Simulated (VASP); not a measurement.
Wanted: the native input for a VASP 6.6.1 run.

```yaml
Task: relaxation of cell and atoms
Functional: PBE
Potentials_or_basis: VASP PAW PBE potentials, release 64 (Cd, In_d, C, N)
Cutoff: 600 eV
k_mesh: 4 × 4 × 4
Occupations: gaussian, width 0.1 eV
Spin: no spin polarisation
Dipole_correction: no
Further_INCAR_settings: ALGO = Normal; EDIFF = 1e-07; IBRION = 2; EDIFFG = -0.04; NSW = 90; ISIF = 3
```

The structure of CdInC4N4 lies in POSCAR:

```
CdInC4N4
1.0
    6.0835397900      0.0000000000      0.0000000000
    0.0000000000      6.0835397900      0.0000000000
    0.0000000000      0.0000000000      6.0835397900
Cd In C N
1 1 4 4
Direct
    0.5000000000      0.5000000000      0.5000000000
    0.0000000000      0.0000000000      0.0000000000
    0.1899022500      0.1899022500      0.1899022500
    0.1899022500      0.8100977500      0.8100977500
    0.8100977500      0.1899022500      0.8100977500
    0.8100977500      0.8100977500      0.1899022500
    0.3009395500      0.3009395500      0.3009395500
    0.3009395500      0.6990604500      0.6990604500
    0.6990604500      0.3009395500      0.6990604500
    0.6990604500      0.6990604500      0.3009395500
```

These files were run (other wordings do the same):

INCAR

```
SYSTEM = CdInC4N4
PREC = Accurate
ENCUT = 600
EDIFF = 1E-7
ISMEAR = 0
SIGMA = 0.1
LREAL = .False.
LASPH = .True.
NELM = 60
ALGO = Normal
ISIF = 3
LWAVE = .False.
LCHARG = .False.
GGA = PE
IBRION = 2
NSW = 90
EDIFFG = -0.04
```

KPOINTS

```
regular mesh
0
Gamma
  4 4 4
  0 0 0
```

Potentials or basis: VASP PAW PBE potentials, release 64 (Cd, In_d, C, N).

Launch:

```sh
$ cat potpaw_PBE.64/Cd/POTCAR potpaw_PBE.64/In_d/POTCAR potpaw_PBE.64/C/POTCAR potpaw_PBE.64/N/POTCAR > POTCAR
$ mpirun -np 1 vasp_std > vasp.out
```

Results of the run:

```json
{
  "Relaxed volume": "26.15 Å³/atom",
  "Relaxed cell": "a = 6.395 Å, b = 6.395 Å, c = 6.395 Å, α = 90.00°, β = 90.00°, γ = 90.00°",
  "Space group after relaxing (to 0.1 Å)": "P-43m (No. 215)",
  "Energy gained by relaxing": "102.9 meV/atom",
  "Ionic steps": "10",
  "Pressure after relaxing": "0.0 GPa",
  "Largest force after relaxing": "0.007 eV/Å",
  "Band gap on the k mesh": "zero (an odd number of electrons rules out a gap without spin polarisation)"
}
```

Caveat: the volume moved by over 15 % at a fixed basis, so the end points are rough; spin-orbit coupling is left out, which moves the levels of the heavy elements.

It took 25 min on 1 thread of Intel Xeon 8259CL, on a shared host, peak memory 0.44 GiB.
